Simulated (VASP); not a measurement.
# TiIn5 (P-62m) in VASP: a series of runs

Runs on TiIn5. Level: PBE. Tasks: relaxation of cell and atoms, single point.

Everything below comes from runs of VASP 6.6.1. Logs are shortened: lines on timing, memory, paths and dates and some standing lists are left out, and cuts for length are marked.

## (1) The cell of the first run

It takes space group P-62m (No. 189, hexagonal). Conventional cell: a = 5.438 Å, b = 5.438 Å, c = 5.698 Å, α = 90.00°, β = 90.00°, γ = 120.00°. Within 4.1 Å of Ti (site symmetry -62m) lie 12 In at 3.14 to 3.33 Å. Within 4.1 Å of In (site symmetry -6) lie 3 Ti at 3.14 Å and 9 In at 3.14 to 3.40 Å. In (site symmetry m2m) has 10 In at 2.98 to 3.40 Å and 2 Ti at 3.33 Å within 3.9 Å.

The cell was built from a structure type or drawn by symmetry, and may not be a known phase.

## (2) Relaxation of cell and atoms, PBE

Contents of INCAR:

```
  PREC = Accurate
  ENCUT = 600
  EDIFF = 1E-6
  ISMEAR = 0
  SIGMA = 0.1
  LREAL = F
  LASPH = T
  NELM = 60
  ALGO = Fast
  ISIF = 3
  LWAVE = F
  LCHARG = F
  GGA = PE
  IBRION = 2
  NSW = 90
  EDIFFG = -0.04
```

Contents of KPOINTS:

```
regular mesh
0
Gamma
  6 6 4
```

Contents of POSCAR:

```
TiIn5
1.0
    5.4376978165      0.0000000000      0.0000000000
   -2.7188489082      4.7091844472      0.0000000000
    0.0000000000      0.0000000000      5.6980565460
Ti In
1 5
Direct
    0.0000000000      0.0000000000      0.5000000000
    0.6666666667      0.3333333333      0.5000000000
    0.3165788322      0.0000000000      0.0000000000
    0.6834211678      0.6834211678      0.0000000000
    0.0000000000      0.3165788322      0.0000000000
    0.3333333333      0.6666666667      0.5000000000
```

Potentials or basis: VASP PAW PBE potentials, release 64 (Ti_sv, In_d).

The run is started by

```console
$ cat potpaw_PBE.64/Ti_sv/POTCAR potpaw_PBE.64/In_d/POTCAR > POTCAR
$ mpirun -np 1 vasp_std > vasp.out
```

OUTCAR:

```text
PREC = Accurate
   ENCUT = 600
   EDIFF = 1E-6
   ISMEAR = 0
   LREAL = F
   LASPH = T
   NELM = 60
   ISIF = 3
   GGA = PE
   IBRION = 2
   NSW = 90
   EDIFFG = -0.04

 ion  position               nearest neighbor table
   1  0.000  0.000  0.500-   2 3.14   6 3.14   6 3.14   2 3.14   2 3.14   6 3.14   5 3.33   5 3.33
                             3 3.33   3 3.33   4 3.33   4 3.33
   2  0.667  0.333  0.500-   1 3.14   6 3.14   6 3.14   1 3.14   1 3.14   6 3.14   5 3.40   5 3.40
                             3 3.40   3 3.40   4 3.40   4 3.40
   3  0.317  0.000  0.000-   5 2.98   4 2.98   4 3.22   5 3.22   4 3.22   5 3.22   1 3.33   1 3.33
                             6 3.40   6 3.40   2 3.40   2 3.40
   4  0.683  0.683  0.000-   5 2.98   3 2.98   5 3.22   3 3.22   3 3.22   5 3.22   1 3.33   1 3.33
                             2 3.40   2 3.40   6 3.40   6 3.40
   5  0.000  0.317  0.000-   3 2.98   4 2.98   4 3.22   3 3.22   3 3.22   4 3.22   1 3.33   1 3.33
                             2 3.40   2 3.40   6 3.40   6 3.40
   6  0.333  0.667  0.500-   1 3.14   2 3.14   2 3.14   1 3.14   1 3.14   2 3.14   3 3.40   3 3.40
                             5 3.40   5 3.40   4 3.40   4 3.40

  LATTYP: Found a hexagonal cell.
 ALAT       =     5.4376978165
 C/A-ratio  =     1.0478803233

  Lattice vectors:

 A1 = (   5.4376978165,   0.0000000000,   0.0000000000)
 A2 = (  -2.7188489082,   4.7091844472,   0.0000000000)
 A3 = (   0.0000000000,   0.0000000000,   5.6980565460)

Analysis of symmetry for initial positions (statically):
=====================================================================
 Subroutine PRICEL returns:
 Original cell was already a primitive cell.

 Routine SETGRP: Setting up the symmetry group for a
 hexagonal supercell.

 Subroutine GETGRP returns: Found 12 space group operations
 (whereof 12 operations were pure point group operations)
 out of a pool of 24 trial point group operations.

The static configuration has the point symmetry D_3h.

Analysis of symmetry for dynamics (positions and initial velocities):
=====================================================================
 Subroutine PRICEL returns:
 Original cell was already a primitive cell.

 Routine SETGRP: Setting up the symmetry group for a
 hexagonal supercell.

 Subroutine GETGRP returns: Found 12 space group operations
 (whereof 12 operations were pure point group operations)
 out of a pool of 24 trial point group operations.

The dynamic configuration has the point symmetry D_3h.

 Subroutine INISYM returns: Found 12 space group operations
 (whereof 12 operations are pure point group operations),
 and found     1 'primitive' translations

----------------------------------------------------------------------------------------

                                     Primitive cell

  volume of cell :     145.9108

  direct lattice vectors                    reciprocal lattice vectors
     5.437697817  0.000000000  0.000000000     0.183901356  0.106175497  0.000000000
    -2.718848908  4.709184447  0.000000000     0.000000000  0.212350994  0.000000000
     0.000000000  0.000000000  5.698056546     0.000000000  0.000000000  0.175498434

  length of vectors
     5.437697817  5.437697816  5.698056546     0.212350994  0.212350994  0.175498434

  position of ions in fractional coordinates (direct lattice)
     0.000000000  0.000000000  0.500000000
     0.666666667  0.333333333  0.500000000
     0.316578832  0.000000000  0.000000000
     0.683421168  0.683421168  0.000000000
     0.000000000  0.316578832  0.000000000
     0.333333333  0.666666667  0.500000000

  ion indices of the primitive-cell ions
   primitive index   ion index
                 1           1
                 2           2
                 3           3
                 4           4
                 5           5
                 6           6

----------------------------------------------------------------------------------------

 KPOINTS: regular mesh

Automatic generation of k-mesh.
 Grid dimensions read from file:
 generate k-points for:    6    6    4

 Generating k-lattice:

  Cartesian coordinates                     Fractional coordinates (reciprocal lattice)
     0.030650226  0.017695916  0.000000000     0.166666667  0.000000000  0.000000000
     0.000000000  0.035391832  0.000000000     0.000000000  0.166666667  0.000000000
     0.000000000  0.000000000  0.043874608     0.000000000  0.000000000  0.250000000

  Length of vectors
     0.035391832  0.035391832  0.043874608

  Shift w.r.t. Gamma in fractional coordinates (k-lattice)
     0.000000000  0.000000000  0.000000000

 Subroutine IBZKPT returns following result:
 ===========================================

 Found     21 irreducible k-points:

 Following reciprocal coordinates:
            Coordinates               Weight
  0.000000  0.000000  0.000000      1.000000
  0.166667  0.000000  0.000000      6.000000
  0.333333 -0.000000  0.000000      6.000000
  0.500000 -0.000000  0.000000      3.000000
  0.166667  0.166667  0.000000      6.000000
  0.333333  0.166667  0.000000     12.000000
[... 13 lines left out ...]
  0.333333  0.166667  0.500000     12.000000
  0.333333  0.333333  0.500000      2.000000
   k-points           NKPTS =     21   k-points in BZ     NKDIM =     21   number of bands    NBANDS=     46
   number of dos      NEDOS =    301   number of ions     NIONS =      6
   total plane-waves  NPLWV = 110592
   dimension x,y,z NGX =    48 NGY =   48 NGZ =   48
   dimension x,y,z NGXF=    96 NGYF=   96 NGZF=   96
   ions per type =               1   5
   NGX,Y,Z   is equivalent  to a cutoff of  14.67, 14.67, 14.00 a.u.
   NGXF,Y,Z  is equivalent  to a cutoff of  29.35, 29.35, 28.01 a.u.
 SYSTEM =  unknown system
   PREC   = accura    normal or accurate (medium, high low for compatibility)
   ISTART =      0    job   : 0-new  1-cont  2-samecut
   ICHARG =      2    charge: 1-file 2-atom 10-const
   ISPIN  =      1    spin polarized calculation?
   LNONCOLLINEAR =      F non collinear calculations
   LSORBIT =      F    spin-orbit coupling
   LASPH  =      T    aspherical Exc in radial PAW
   ENCUT  =  600.0 eV  44.10 Ry    6.64 a.u.  10.86 10.86 11.38*2*pi/ulx,y,z
   NELM   =     60;   NELMIN=  2; NELMDL= -5     # of ELM steps
   EDIFF  = 0.1E-05   stopping-criterion for ELM
   LREAL  =      F    real-space projection
   EDIFFG = -.4E-01   stopping-criterion for IOM
   NSW    =     90    number of steps for IOM
   IBRION =      2    ionic relax: 0-MD 1-quasi-New 2-CG
   NFREE  =      1    steps in history (QN), initial steepest desc. (CG)
   ISIF   =      3    stress and relaxation
   ISYM   =      2    0-nonsym 1-usesym 2-fastsym
   POTIM  = 0.5000    time-step for ionic-motion
   TEBEG  =    0.0;   TEEND  =   0.0 temperature during run
   PSTRESS=    0.0 pullay stress
   NELECT =      77.0000    total number of electrons
   NUPDOWN=      -1.0000    fix difference up-down
   EMIN   =  10.00;   EMAX   =-10.00  energy-range for DOS
   EFERMI =   0.00;   METHOD = LEGACY
   ISMEAR =     0;   SIGMA  =   0.10  broadening in eV -4-tet -1-fermi 0-gaus
   EFERMI_NEDOS =   21; number of points for ismear=-14 and -15
   IALGO  =     68    algorithm
   IMIX   =      4    mixing-type and parameters
     AMIX     =   0.40;   BMIX     =  1.00
     AMIX_MAG =   1.60;   BMIX_MAG =  1.00
  volume/ion in A,a.u.               =      24.32       164.11
  Fermi-wavevector in a.u.,A,eV,Ry     =   1.322947  2.500008 23.812777  1.750190
  Thomas-Fermi vector in A             =   2.452591
   LORBIT       =      0    0 simple, 1 ext, 2 COOP (PROOUT), +10 PAW based schemes
   GGA     = PE    functional components
   LHFCALC =     F    Hartree Fock is set to
   AEXX    =    0.0000 exact exchange contribution
   IVDW    =     0    specifies the selected vdW correction
   LEPSILON=     F    determine dielectric tensor
   LRPA    =     F    only Hartree local field effects (RPA)
 conjugate gradient relaxation of ions
 non-spin polarized calculation
 RMM-DIIS sequential band-by-band and
 Gauss-broadening in eV      SIGMA  =   0.10
  energy-cutoff  :      600.00
  volume of cell :      145.91
 maximum number of plane-waves:      4894
 NGX is ok and might be reduce to    48
   NGX = 21   NGY = 21   NGZ = 23

--------------------------------------- Ionic step        1  -------------------------------------------

 number of electron      77.0000015 magnetization

 Free energy of the ion-electron system (eV)
  ---------------------------------------------------
  ext. energy  EPLUGINS =         0.00000000
  ---------------------------------------------------
  free energy    TOTEN  =       -19.61729375 eV

  energy without entropy =      -19.56185089  energy(sigma->0) =      -19.58957232

------------------------ aborting loop EDIFF was not reached (unconverged)  ----------------------------

  FORCE on cell =-STRESS in cart. coord.  units (eV):
  Direction    XX          YY          ZZ          XY          YZ          ZX
  --------------------------------------------------------------------------------------
  -------------------------------------------------------------------------------------
  Total        1.0961659      1.0961659     -1.6869196      0.0000000     -0.0000000      0.0000000
  in kB       12.0364752     12.0364752    -18.5232608      0.0000000     -0.0000000      0.0000000
  external PRESSURE =       1.8498965 kB  Pullay stress =       0.0000000 kB
[... 101 lines left out ...]
  FREE ENERGIE OF THE ION-ELECTRON SYSTEM (eV)
  ---------------------------------------------------
  free  energy   TOTEN  =       -19.6693769430 eV

  energy  without entropy=      -19.6175359535  energy(sigma->0) =      -19.64345645

[... ionic steps 4 to 17 ...]

--------------------------------------- Ionic step       18  -------------------------------------------

 number of electron      76.9999988 magnetization

------------------------ aborting loop because EDIFF is reached ----------------------------------------
[... 75 lines left out ...]
--------------------------------------- Ionic step       20  -------------------------------------------

 number of electron      77.0000009 magnetization

 Free energy of the ion-electron system (eV)
  ---------------------------------------------------
  ext. energy  EPLUGINS =         0.00000000
  ---------------------------------------------------
  free energy    TOTEN  =       -19.81573696 eV

  energy without entropy =      -19.78490967  energy(sigma->0) =      -19.80032332

 E-fermi :   7.6305     XC(G=0): -10.4365

 val. band max:        7.6250335302   @ k =   0.3333   0.1667   0.5000
 cond. band min:       7.6485214059   @ k =   0.1667   0.1667   0.0000
 fundamental gap:      0.0234878757
 Fermi energy:         7.6304671865

 k-point     1 :       0.0000    0.0000    0.0000
  band No.  band energies     occupation
      1     -49.6918      2.00000
      2     -25.9661      2.00000
      3     -25.9661      2.00000
      4     -25.9388      2.00000
      5      -7.0597      2.00000
      6      -7.0597      2.00000
[... 1051 lines left out ...]
  FREE ENERGIE OF THE ION-ELECTRON SYSTEM (eV)
  ---------------------------------------------------
  free  energy   TOTEN  =       -19.8157369625 eV

  energy  without entropy=      -19.7849096685  energy(sigma->0) =      -19.80032332

 reached required accuracy - stopping structural energy minimisation
```

Wall time 1.5 h (1 thread of Intel Xeon Platinum 8488C (Sapphire Rapids), shared host); peak memory 0.51 GiB.

Results:

```yaml
Free_energy: -19.8157 eV
Relaxed_volume: 24.56 Å³/atom
Relaxed_cell: a = 5.942 Å, b = 5.942 Å, c = 4.820 Å, α = 90.00°, β = 90.00°, γ = 120.00°
Space_group_after_relaxing_to_0.1_Å: P-62m (No. 189)
Energy_gained_by_relaxing: 33.1 meV/atom
Ionic_steps: 20
Pressure_after_relaxing: -0.2 GPa
Largest_force_after_relaxing: 0.023 eV/Å
Band_gap_on_the_k_mesh: zero (an odd number of electrons rules out a gap without spin polarisation)
```

Forces in eV/Å, atoms in the order of the input:
```
Ti   0.000  0.000  0.000
In   0.000  0.000  0.000
In   0.023  0.000  0.000
In  -0.011 -0.020  0.000
In  -0.011  0.020  0.000
In   0.000  0.000  0.000
```

Stress tensor (GPa, compression positive):
```
-0.14  0.00  0.00
 0.00 -0.14  0.00
 0.00  0.00 -0.23
```

Step by step:
```
step  energy change (eV)  largest force (eV/Å)  pressure (GPa)  volume (Å³)
   1              0.0000                0.2066            0.18       145.91
   2             -0.0366                0.0532           -0.18       146.48
   3             -0.0521                0.0792           -0.53       146.98
   4             -0.0565                0.2849           -0.98       147.85
   5             -0.0943                0.2580            0.08       144.27
   6             -0.1052                0.2421            1.97       139.83
   7             -0.1079                0.2487            1.51       141.32
   8             -0.1227                0.2286            1.52       141.00
   9             -0.1304                0.1988            1.72       140.68
  10             -0.1318                0.1775            2.13       139.98
  11             -0.1623                0.1699            1.20       142.39
  12             -0.1856                0.1447           -0.24       146.84
  13             -0.1856                0.1419           -0.47       147.37
  14             -0.1856                0.1446           -0.46       147.21
  15             -0.1856                0.1450           -0.40       147.03
  16             -0.1898                0.1147           -0.35       147.10
  17             -0.1972                0.0330           -0.24       147.28
  18             -0.1889                0.1489            0.06       147.59
  19             -0.1984                0.0143           -0.20       147.37
  20             -0.1984                0.0228           -0.17       147.38
```

Final structure:
```
Ti In
1.0
     5.94191    0.00000    0.00000
    -2.97096    5.14585    0.00000
     0.00000    0.00000    4.82010
Ti In
1 5
Direct
  0.00000 0.00000 0.50000
  0.66667 0.33333 0.50000
  0.30705 0.00000 0.00000
  0.69295 0.69295 0.00000
  0.00000 0.30705 0.00000
  0.33333 0.66667 0.50000
```

Levels at points of the mesh, in eV from the Fermi level:
```csv
k point,band 37,band 38,band 39,band 40,band 41,band 42
"(0.00, 0.00, 0.00)",-2.11,-0.60,-0.13,-0.13,1.06,1.06
"(0.50, 0.00, 0.00)",-0.51,-0.18,-0.04,0.33,1.06,1.54
"(0.00, 0.00, 0.50)",-1.69,-1.24,-0.75,-0.75,0.04,0.26
"(0.50, 0.00, 0.50)",-1.59,0.09,0.30,0.38,0.88,1.13
```

Caveat: a cell axis changed by over 15 % at a fixed basis, so the end point is rough; spin-orbit coupling is left out, which moves the levels of the heavy elements.

## (3) Single point, PBE

This run uses another cell than the first one, of 28.85 Å³/atom.

Contents of INCAR:

```
SYSTEM = TiIn5
ALGO = Normal
EDIFF = 1E-6
ENCUT = 520
GGA = PE
ISIF = 2
ISMEAR = 0
LASPH = .True.
LCHARG = .True.
LELF = .True.
LREAL = .False.
LVHAR = .True.
LWAVE = .False.
NBANDS = 48
NELM = 80
PREC = Accurate
SIGMA = 0.1
```

Contents of KPOINTS:

```
k-points
0
Gamma
  3 3 4
  0 0 0
```

Contents of POSCAR:

```
TiIn5
1.0
    6.0137915300      0.0000000000      0.0000000000
   -3.0068957600      5.2080962300      0.0000000000
    0.0000000000      0.0000000000      5.5267301900
Ti In
1 5
Direct
    0.0000000000      0.0000000000      0.5000000000
    0.6666666700      0.3333333300      0.5000000000
    0.3165600000      0.0000000000      0.0000000000
    0.6834400000      0.6834400000      0.0000000000
    0.0000000000      0.3165600000      0.0000000000
    0.3333333300      0.6666666700      0.5000000000
```

Potentials or basis: VASP PAW PBE potentials, release 64 (Ti_sv, In_d).

The run is started by

```console
$ cat potpaw_PBE.64/Ti_sv/POTCAR potpaw_PBE.64/In_d/POTCAR > POTCAR
$ mpirun -np 1 vasp_std > vasp.out
```

It took 3.3 min on 1 thread of Intel Xeon 8259CL, shared host; peak memory 0.32 GiB.

Results (log left out):

```yaml
Free_energy: -19.0602 eV
Pressure: -5.8 GPa
Largest_force: 0.303 eV/Å
Band_gap_on_the_k_mesh: zero (an odd number of electrons rules out a gap without spin polarisation)
```

Forces on the atoms (eV/Å):
```
Ti   0.000  0.000  0.000
In   0.000  0.000  0.000
In  -0.303  0.000  0.000
In   0.151  0.262  0.000
In   0.151 -0.262  0.000
In   0.000  0.000  0.000
```

Stress tensor (GPa, compression positive):
```
-5.68  0.00  0.00
 0.00 -5.68  0.00
 0.00  0.00 -6.02
```

Levels at points of the mesh, in eV from the Fermi level:
```tsv
k point	band 36	band 37	band 38	band 39	band 40	band 41	band 42	band 43
(0.00, 0.00, 0.00)	-1.53	-1.53	-1.15	-0.03	-0.03	0.60	0.60	1.20
(0.00, 0.00, 0.50)	-1.48	-1.13	-0.86	-0.56	-0.56	-0.27	0.42	0.42
```

Caveat: the k points lie up to 0.40 Å⁻¹ apart, too coarse for converged energies and pressures of a metal; spin-orbit coupling is left out, which moves the levels of the heavy elements.

## (4) Single point, PBE

This run uses another cell than the first one, of 24.45 Å³/atom.

Contents of INCAR:

```
SYSTEM = TiIn5
ALGO = Fast
EDIFF = 1E-6
ENCUT = 520
GGA = PE
ISIF = 2
ISMEAR = 0
LASPH = .True.
LCHARG = .False.
LREAL = .False.
LWAVE = .False.
NBANDS = 48
NELM = 100
PREC = Accurate
SIGMA = 0.1
```

Contents of KPOINTS:

```
k-points
0
Gamma
  6 6 4
  0 0 0
```

Contents of POSCAR:

```
TiIn5
1.0
    5.9409522907      0.0000000000      0.0000000000
   -2.9704761453      5.1450156065      0.0000000000
    0.0000000000      0.0000000000      4.8001527256
Ti In
1 5
Direct
    0.0000000000      0.0000000000      0.5000000000
    0.6666666667      0.3333333333      0.5000000000
    0.3076578456      0.0000000000      0.0000000000
    0.6923421544      0.6923421544      0.0000000000
    0.0000000000      0.3076578456      0.0000000000
    0.3333333333      0.6666666667      0.5000000000
```

The run is started by

```console
$ cat potpaw_PBE.64/Ti_sv/POTCAR potpaw_PBE.64/In_d/POTCAR > POTCAR
$ mpirun -np 1 vasp_std > vasp.out
```

Run time: 15 min. Hardware: 1 thread of Intel Xeon 8259CL, shared host; peak memory 0.35 GiB.

The run converged. Its results:

* Free energy: -19.8204 eV
* Pressure: 0.0 GPa
* Band gap on the k mesh: zero (an odd number of electrons rules out a gap without spin polarisation)

Forces on the atoms (eV/Å):
```
Ti   0.000  0.000  0.000
In   0.000  0.000  0.000
In   0.002  0.000  0.000
In  -0.001 -0.002  0.000
In  -0.001  0.002  0.000
In   0.000  0.000  0.000
```

Levels at points of the mesh, in eV from the Fermi level:
```tsv
k point	band 37	band 38	band 39	band 40	band 41	band 42
(0.00, 0.00, 0.00)	-2.13	-0.57	-0.13	-0.13	1.07	1.07
(0.50, 0.00, 0.00)	-0.50	-0.18	-0.03	0.35	1.06	1.55
(0.00, 0.00, 0.50)	-1.68	-1.28	-0.76	-0.76	0.07	0.25
(0.50, 0.00, 0.50)	-1.59	0.09	0.29	0.39	0.87	1.13
```

Caveat: spin-orbit coupling is left out, which moves the levels of the heavy elements.

[end of part 1 of 2]
